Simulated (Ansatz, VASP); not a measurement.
# NaI in VASP and in Ansatz

The input INCAR:

```
SYSTEM = NaI
ALGO = Normal
EDIFF = 1E-7
ENCUT = 520
GGA = PE
ISIF = 2
ISMEAR = -1
LASPH = .True.
LCHARG = .False.
LREAL = .False.
LWAVE = .False.
NBANDS = 14
NELM = 80
PREC = Accurate
SIGMA = 0.02
```

KPOINTS

```
k-points
0
Gamma
  6 6 6
  0 0 0
```

Contents of POSCAR:

```
NaI
1.0
    0.0000000000      3.5265386331      3.5747106003
    3.5265386331      0.0000000000      3.5747106003
    3.5265386331      3.5265386331      0.0000000000
Na I
1 1
Direct
    0.0000000000      0.0000000000      0.0000000000
    0.2500000000      0.2500000000      0.2500000000
```

Input for Ansatz:

```yaml
crystal:
  lattice:
    - [0.0, 3.5265386331, 3.5747106003]
    - [3.5265386331, 0.0, 3.5747106003]
    - [3.5265386331, 3.5265386331, 0.0]
  atoms:
    - { symbol: Na, position: [0.0, 0.0, 0.0] }
    - { symbol: I, position: [0.25, 0.25, 0.25] }
kpoints:
  mp_grid: { grid: [6, 6, 6] }
  band_path:
    path:
      - [0.0, 0.0, 0.0]
      - [-0.5, -0.5, 0.0]
      - [-0.375, -0.375, 0.25]
      - [-0.375, 0.0, 0.375]
      - [0.0, 0.0, 0.5]
      - [-0.5, -0.25, 0.25]
    npoints: 1
hamiltonian:
  xc: pbe
scf:
  occupations: { method: fermi_dirac, width: 0.02 }
  n_extra_bands: 4
output:
  forces: true
  stress: true
  eigenvalues: true
```

Change from the starting cell: epitaxial_xy strain -0.5%.

Alike in both runs: task single point; functional PBE; k mesh 6 × 6 × 6; occupations fermi-dirac, width 0.02 eV; no spin polarisation.

|  | VASP | Ansatz |
| --- | --- | --- |
| version | VASP 6.6.1 | Ansatz 0.2.0 |
| potentials or method | VASP PAW PBE potentials, release 64 (Na_pv, I) | plane waves, PAW |
| plane-wave cutoff (eV) | 520 | 420 |
| valence electrons in the cell | 14 | 26 |

```tsv
	VASP	Ansatz	Ansatz less VASP
gap on the k mesh at the Fermi level (eV)	3.82	3.82	+0.003
pressure (GPa)	0.4	0.4	-0.01
```

VASP's potentials hold 14 valence electrons a cell and Ansatz's 26, so a difference there can come from the potentials and not from the codes.

Neither program's run includes spin-orbit coupling.
